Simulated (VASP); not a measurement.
A run of VASP 6.6.1 is set up as follows.

The input INCAR:

```
SYSTEM = GaN
  PREC = Accurate
  ENCUT = 520
  EDIFF = 1E-6
  ISMEAR = 0
  SIGMA = 0.01
  LREAL = .FALSE.
  LASPH = .TRUE.
  NELM = 100
  ALGO = Normal
  ISIF = 2
  LWAVE = .FALSE.
  LCHARG = .FALSE.
  GGA = PS
  NBANDS = 16
```

The input KPOINTS:

```
regular mesh
0
G
  8 8 8
  0 0 0
```

Contents of POSCAR:

```
GaN
1.0
    0.0000000000      2.2733566574      2.2733566574
    2.2733566574      0.0000000000      2.2733566574
    2.2733566574      2.2733566574      0.0000000000
Ga N
1 1
Direct
    0.0000000000      0.0000000000      0.0000000000
    0.7500000000      0.7500000000      0.7500000000
```

Potentials or basis: VASP PAW PBE potentials, release 64 (Ga_d, N).

Run with:

```sh
$ cat potpaw_PBE.64/Ga_d/POTCAR potpaw_PBE.64/N/POTCAR > POTCAR
$ mpirun -np 1 vasp_std > vasp.out
```

(1) Estimate the band gap on the k mesh.

(2) What does it give for the pressure?

Answers

(1) 1.51 eV, direct.

(2) -5.8 GPa.

Caveat: the PAW data sets were made with another functional, which shifts forces and pressure a little.
